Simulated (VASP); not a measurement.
# TiB2 in VASP: settings compared, part 2 of 2

VASP 6.6.1. The steps go on from the part before.

### Step 4. Single point, PBE (atoms moved at random)

Contents of INCAR:

```
PREC     = Accurate       # precision mode
ENCUT    = 520            # plane-wave cutoff, eV
EDIFF    = 1E-7           # SCF threshold, eV
ISMEAR   = -1             # smearing method
SIGMA    = 0.05           # smearing width, eV
LREAL    = False          # projectors in reciprocal space
LASPH    = True           # aspherical terms in the spheres
NELM     = 100            # most SCF steps
ALGO     = Normal         # electronic algorithm
ISIF     = 2              # what is computed and relaxed
LWAVE    = False          # write WAVECAR
LCHARG   = False          # write CHGCAR
GGA      = PE             # functional
NBANDS   = 16             # bands
```

Contents of KPOINTS:

```
Automatic mesh
0
Gamma
  10 10 8
```

Contents of POSCAR:

```
TiB2
1.0
    3.0292000000      0.0000000000      0.0000000000
   -1.5146000000      2.6233641531      0.0000000000
    0.0000000000      0.0000000000      3.2284000000
Ti B
1 2
Direct
   -0.0033710000     -0.0139150000     -0.0152660000
    0.6563980000      0.3134780000      0.5027410000
    0.3314890000      0.6664920000      0.4940860000
```

The run is started by

```console
cat potpaw_PBE.64/Ti_sv/POTCAR potpaw_PBE.64/B/POTCAR > POTCAR
mpirun -np 1 vasp_std > vasp.out
```

Wall time 77 s (1 thread of Intel Xeon Platinum 8488C (Sapphire Rapids), shared host); peak memory 0.27 GiB.

The run converged. Its results:

| Quantity | Value |
| --- | --- |
| Free energy | -24.3846 eV |
| Pressure | 1.1 GPa |
| Largest force | 0.948 eV/Å |
| Band gap on the k mesh | zero (band 9 reaches 10.39 eV, above the bottom of band 10 at 9.83 eV) |

Forces on the atoms (eV/Å):
```
Ti  -0.205  0.139  0.637
B    0.046  0.781 -0.474
B    0.160 -0.920 -0.163
```

Stress tensor (GPa, compression positive):
```
 0.12  0.05 -0.16
 0.05  2.74  0.09
-0.16  0.09  0.40
```

Levels at points of the mesh, in eV from the Fermi level:
```
           k point  band 5  band 6  band 7  band 8  band 9  band 10  band 11  band 12  band 13  band 14
(0.00, 0.00, 0.00)  -13.45   -2.76   -2.44   -2.34   -1.88     1.91     1.97     3.55     3.89     5.39
(0.50, 0.00, 0.00)   -9.24   -9.22   -3.27   -3.22   -2.22     1.41     2.80     3.28     3.58     7.09
(0.00, 0.50, 0.00)   -9.47   -9.10   -3.09   -3.02   -2.17     1.38     2.79     3.10     3.25     7.19
(0.50, 0.50, 0.00)   -9.24   -9.20   -3.29   -3.24   -2.23     1.42     2.80     3.28     3.62     7.09
(0.00, 0.00, 0.50)  -11.53   -7.55   -0.90   -0.30   -0.20     0.05     0.52     0.59     1.71     6.62
(0.50, 0.00, 0.50)   -9.74   -7.42   -4.60   -3.70   -3.15     2.55     2.97     4.48     4.60     5.37
(0.00, 0.50, 0.50)   -9.60   -7.68   -4.52   -3.90   -2.94     2.52     2.97     4.50     4.74     5.48
(0.50, 0.50, 0.50)   -9.75   -7.39   -4.61   -3.69   -3.16     2.55     2.97     4.49     4.60     5.34
```

Caveat: the cell differs from its parent crystal (atoms moved at random).

### Step 5. Single point, r2SCAN

This run uses another cell than the first one, of 9.06 Å³/atom, 1.019 times its volume.

Contents of POSCAR:

```
TiB2
1.0
    3.0886111617      0.0000000000      0.0000000000
   -1.5443055808      2.6748157284      0.0000000000
    0.0000000000      0.0000000000      3.2917180359
Ti B
1 2
Direct
    0.0000000000      0.0000000000      0.0000000000
    0.6666666667      0.3333333333      0.5000000000
    0.3333333333      0.6666666667      0.5000000000
```

Contents of INCAR.step1:

```
SYSTEM = TiB2
PREC = Accurate
ENCUT = 520
ISMEAR = -1
SIGMA = 0.05
LREAL = .FALSE.
LASPH = .TRUE.
NELM = 80
NBANDS = 16
GGA = PE
ALGO = Normal
EDIFF = 1E-4
LWAVE = .TRUE.
LCHARG = .FALSE.
```

Contents of INCAR.step2:

```
SYSTEM = TiB2
PREC = Accurate
ENCUT = 520
EDIFF = 1E-6
ISMEAR = -1
SIGMA = 0.05
LREAL = .FALSE.
LASPH = .TRUE.
NELM = 80
ALGO = Normal
ISIF = 2
LWAVE = .FALSE.
LCHARG = .TRUE.
METAGGA = R2SCAN
LMIXTAU = .TRUE.
LELF = .TRUE.
LVHAR = .TRUE.
NBANDS = 16
ISTART = 1
```

Contents of KPOINTS:

```
regular mesh
0
G
  10 10 8
  0 0 0
```

Potentials or basis: VASP PAW PBE potentials, release 64 (Ti_sv, B).

The run is started by

```console
cat potpaw_PBE.64/Ti_sv/POTCAR potpaw_PBE.64/B/POTCAR > POTCAR
cp INCAR.step1 INCAR
mpirun -np 1 vasp_std > vasp.out
cp INCAR.step2 INCAR
mpirun -np 1 vasp_std > vasp.out
```

OUTCAR:

```text
SYSTEM = TiB2
   PREC = Accurate
   ENCUT = 520
   EDIFF = 1E-6
   ISMEAR = -1
   LREAL = .FALSE.
   LASPH = .TRUE.
   NELM = 80
   ISIF = 2
   METAGGA = R2SCAN
   ISTART = 1

 ion  position               nearest neighbor table
   1  0.000  0.000  0.000-   2 2.43   3 2.43   2 2.43   3 2.43   3 2.43   3 2.43   2 2.43   2 2.43
                             2 2.43   2 2.43   3 2.43   3 2.43
   2  0.667  0.333  0.500-   3 1.78   3 1.78   3 1.78   1 2.43   1 2.43   1 2.43   1 2.43   1 2.43
                             1 2.43
   3  0.333  0.667  0.500-   2 1.78   2 1.78   2 1.78   1 2.43   1 2.43   1 2.43   1 2.43   1 2.43
                             1 2.43

  LATTYP: Found a hexagonal cell.
 ALAT       =     3.0886111617
 C/A-ratio  =     1.0657599366

  Lattice vectors:

 A1 = (   3.0886111617,   0.0000000000,   0.0000000000)
 A2 = (  -1.5443055808,   2.6748157284,   0.0000000000)
 A3 = (   0.0000000000,   0.0000000000,   3.2917180359)

Analysis of symmetry for initial positions (statically):
=====================================================================
 Subroutine PRICEL returns:
 Original cell was already a primitive cell.

[... 166 lines left out ...]
  ---------------------------------------------------
  free energy    TOTEN  =       -30.89718320 eV

  energy without entropy =      -30.89049359  energy(sigma->0) =      -30.89383840

 E-fermi :   9.4643     XC(G=0): -13.4288

 val. band max:        9.4570291044   @ k =   0.1000  -0.0000   0.3750
 cond. band min:       9.4709516704   @ k =   0.3000   0.2000   0.0000
 fundamental gap:      0.0139225660
 Fermi energy:         9.4642609781

 k-point     1 :       0.0000    0.0000    0.0000
  band No.  band energies     occupation
      1     -50.0337      2.00000
      2     -25.3280      2.00000
      3     -25.0447      2.00000
      4     -25.0446      2.00000
      5      -4.6229      2.00000
      6       6.8750      2.00000
[... 433 lines left out ...]
      3     -25.2905      2.00000
      4     -25.1394      2.00000
      5      -0.8745      2.00000
      6       0.7009      2.00000
[... 8 lines left out ...]
     15      17.7961      0.00000
     16      18.9472      0.00000

 [... further k-points ...]
[... 5 lines left out ...]
  --------------------------------------------------------------------------------------
  -------------------------------------------------------------------------------------
  Total       -2.5702585     -2.5702585     -1.9441391     -0.0000000     -0.0000000     -0.0000000
  in kB     -151.4285102   -151.4285102   -114.5402649     -0.0000000     -0.0000000     -0.0000000
  external PRESSURE =    -139.1324284 kB  Pullay stress =       0.0000000 kB

 VOLUME and BASIS-vectors are now :
 -----------------------------------------------------------------------------
  energy-cutoff  :      520.00
  volume of cell :       27.19
      direct lattice vectors                 reciprocal lattice vectors
     3.088611162  0.000000000  0.000000000     0.323770118  0.186928765  0.000000000
    -1.544305581  2.674815728  0.000000000     0.000000000  0.373857529  0.000000000
     0.000000000  0.000000000  3.291718036     0.000000000  0.000000000  0.303792727

 POSITION                                       TOTAL-FORCE (eV/Angst)
 -----------------------------------------------------------------------------------
      0.00000      0.00000      0.00000        -0.000000      0.000000      0.000000
      1.54431      0.89161      1.64586        -0.000000      0.000000      0.000000
     -0.00000      1.78321      1.64586         0.000000     -0.000000     -0.000000
 -----------------------------------------------------------------------------------
    total drift:                               -0.000000      0.000000      0.000000

  FREE ENERGIE OF THE ION-ELECTRON SYSTEM (eV)
  ---------------------------------------------------
  free  energy   TOTEN  =       -30.8971831985 eV

  energy  without entropy=      -30.8904935938  energy(sigma->0) =      -30.89383840
```

OUTCAR.step1:

```text
SYSTEM = TiB2
   PREC = Accurate
   ENCUT = 520
   ISMEAR = -1
   LREAL = .FALSE.
   LASPH = .TRUE.
   NELM = 80
[... 683 lines left out ...]
      0.00000      0.00000      0.00000         0.000000      0.000000     -0.000000
      1.54431      0.89161      1.64586        -0.000000      0.000000     -0.000000
     -0.00000      1.78321      1.64586         0.000000     -0.000000      0.000000
 -----------------------------------------------------------------------------------
    total drift:                               -0.000000      0.000000      0.000000

  FREE ENERGIE OF THE ION-ELECTRON SYSTEM (eV)
  ---------------------------------------------------
  free  energy   TOTEN  =       -24.3628475472 eV

  energy  without entropy=      -24.3563074737  energy(sigma->0) =      -24.35957751
```

Wall time 4.2 min (1 thread of AMD EPYC 7R13, shared host); peak memory 0.13 GiB.

Results:

```yaml
Free_energy: -30.8972 eV
Pressure: -13.9 GPa
Band_gap_on_the_k_mesh: zero (band 9 reaches 9.92 eV, above the bottom of band 10 at 9.31 eV)
```

Levels at points of the mesh, in eV from the Fermi level:
```tsv
k point	band 5	band 6	band 7	band 8	band 9	band 10	band 11	band 12	band 13	band 14
(0.00, 0.00, 0.00)	-14.09	-2.59	-2.59	-2.51	-1.99	1.87	1.87	3.62	3.62	5.75
(0.50, 0.00, 0.00)	-9.86	-9.66	-3.39	-3.22	-2.17	1.33	2.68	3.14	3.36	7.30
(0.00, 0.00, 0.50)	-12.29	-7.83	-0.57	-0.57	-0.15	-0.15	0.48	0.49	1.67	6.68
(0.50, 0.00, 0.50)	-10.19	-7.94	-4.68	-3.83	-3.43	2.46	2.85	4.25	4.47	5.17
```

Caveat: the PAW data sets were made with another functional, which shifts forces and pressure a little.

### Step 6. Single point, BLYP+D3(BJ)

This run uses another cell than the first one, of 8.18 Å³/atom, 0.919 times its volume.

Contents of INCAR:

```
SYSTEM = TiB2
PREC = Accurate
ENCUT = 520
EDIFF = 1E-7
ISMEAR = -1
SIGMA = 0.05
LREAL = .FALSE.
LASPH = .TRUE.
NELM = 80
ALGO = Normal
ISIF = 2
LWAVE = .FALSE.
LCHARG = .FALSE.
GGA = B5
ALDAX = 1.0
AGGAX = 1.0
AGGAC = 1.0
ALDAC = 0.0
IVDW = 12
VDW_S6 = 1.0
VDW_S8 = 2.6996
VDW_A1 = 0.4298
VDW_A2 = 4.2359
NBANDS = 16
```

Contents of KPOINTS:

```
Automatic mesh
0
G
  10 10 8
  0 0 0
```

Contents of POSCAR:

```
TiB2
1.0
    2.9773990330      0.0000000000      0.0000000000
   -1.4886995165      2.5785031998      0.0000000000
    0.0000000000      0.0000000000      3.1950955995
Ti B
1 2
Direct
    0.0000000000      0.0000000000      0.0000000000
    0.6666666667      0.3333333333      0.5000000000
    0.3333333333      0.6666666667      0.5000000000
```

Potentials or basis: VASP PAW PBE potentials, release 64 (Ti_sv, B).

The run is started by

```console
cat potpaw_PBE.64/Ti_sv/POTCAR potpaw_PBE.64/B/POTCAR > POTCAR
mpirun -np 1 vasp_std > vasp.out
```

Wall time 48 s (1 thread of Intel Xeon Platinum 8259CL at 2.50GHz (Skylake/Cascade Lake), shared host); peak memory 0.16 GiB.

The run converged. Its results:

```
Free energy                : -24.5705 eV
Pressure                   : 0.4 GPa
Band gap on the k mesh     : zero (band 9 reaches 11.29 eV, above the bottom of band 10 at 10.80 eV)
Dispersion energy per atom : -0.979 eV
```

Stress tensor (GPa, compression positive):
```
0.31 0.00 0.00
0.00 0.31 0.00
0.00 0.00 0.50
```

Levels at points of the mesh, in eV from the Fermi level:
```tsv
k point	band 5	band 6	band 7	band 8	band 9	band 10	band 11	band 12	band 13	band 14
(0.00, 0.00, 0.00)	-13.54	-2.63	-2.63	-2.31	-2.04	1.98	1.98	3.72	3.72	6.22
(0.50, 0.00, 0.00)	-9.38	-9.17	-3.34	-3.27	-2.21	1.40	2.86	3.36	3.52	7.73
(0.00, 0.00, 0.50)	-11.59	-7.52	-0.57	-0.57	-0.07	-0.07	0.48	0.48	1.65	6.90
(0.50, 0.00, 0.50)	-9.85	-7.54	-4.72	-3.80	-2.91	2.56	3.04	4.64	4.70	5.95
```

Caveat: the PAW data sets were made with another functional, which shifts forces and pressure a little; pairwise dispersion overbinds metals, which lowers pressure and volume.

### Step 7. Summary

| level | cell | gap on the mesh (eV) | pressure (GPa) |
| --- | --- | --- | --- |
| PBE | a = 3.069, b = 3.069, c = 3.271 Å, angles 90.0, 90.0, 120.0°, 3 atoms | none | -8.8 |
| PBE | a = 3.089, b = 3.089, c = 3.292 Å, angles 90.0, 90.0, 120.0°, 3 atoms | none | -12.9 |
| PBE | a = 3.029, b = 3.029, c = 3.228 Å, angles 90.0, 90.0, 120.0°, 3 atoms | none | 1.1 |
| r2SCAN | a = 3.089, b = 3.089, c = 3.292 Å, angles 90.0, 90.0, 120.0°, 3 atoms | none | -13.9 |
| BLYP+D3(BJ) | a = 2.977, b = 2.977, c = 3.195 Å, angles 90.0, 90.0, 120.0°, 3 atoms | none | 0.4 |

Alike in all rows: task single point; potentials or basis VASP PAW PBE potentials, release 64 (Ti_sv, B); no spin polarisation; k mesh 10 × 10 × 8; cutoff (eV) 520; smearing fermi-dirac 0.05 eV.

Caveats: the PAW data sets were made with another functional, which shifts forces and pressure a little (some runs); pairwise dispersion overbinds metals, which lowers pressure and volume (some runs).

Total energies depend on the potentials used, so only differences within one code and one set of settings carry meaning.
